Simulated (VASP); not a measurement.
Set up this calculation in VASP 6.6.1, as the native input.

```
Task                   : single point
Functional             : PBE
Potentials or basis    : VASP PAW PBE potentials, release 64 (S, Hg)
Cutoff                 : 520 eV
k mesh                 : 9 × 9 × 1
Occupations            : gaussian, width 0.05 eV
Spin                   : no spin polarisation
Dipole correction      : yes
Further INCAR settings : ALGO = Normal; EDIFF = 1e-06; NBANDS = 46
```

The structure of HgS lies in POSCAR:

```
HgS
1.0
    4.1422315231      0.0000000000      0.0000000000
   -2.0711157615      3.5872777273      0.0000000000
    0.0000000000      0.0000000000     27.9918828265
S Hg
4 4
Direct
    0.0000000000      0.0000000000      0.3036594592
    0.3333333333      0.6666666667      0.4244844042
    0.6666666667      0.3333333333      0.5547086033
    0.0000000000      0.0000000000      0.6853520735
    0.3333333333      0.6666666667      0.3338656954
    0.6666666667      0.3333333333      0.4546906404
    0.0000000000      0.0000000000      0.5801674976
    0.3333333333      0.6666666667      0.7001997055
```

These files were run (other wordings do the same):

INCAR

```
SYSTEM = HgS
PREC = Accurate
ENCUT = 520
EDIFF = 1E-6
ISMEAR = 0
SIGMA = 0.05
LREAL = .FALSE.
LASPH = .TRUE.
NELM = 80
ALGO = Normal
ISIF = 2
LWAVE = .FALSE.
LCHARG = .FALSE.
LDIPOL = .TRUE.
IDIPOL = 3
DIPOL = 0.5 0.5 0.505
GGA = PE
NBANDS = 46
```

KPOINTS

```
regular mesh
0
G
  9 9 1
  0 0 0
```

Potentials or basis: VASP PAW PBE potentials, release 64 (S, Hg).

Run with:

```console
$ cat potpaw_PBE.64/S/POTCAR potpaw_PBE.64/Hg/POTCAR > POTCAR
$ mpirun -np 1 vasp_std > vasp.out
```

Results of the run:

The largest force is 1.015 eV/Å and the band gap on the k mesh is 0.16 eV (least direct gap 0.19 eV).

Caveat: spin-orbit coupling is left out, which moves the levels of the heavy elements.

It took 12 min on 1 thread of Intel(R) Xeon(R) Platinum 8488C (Sapphire Rapids) (shared host), peak memory 0.59 GiB.
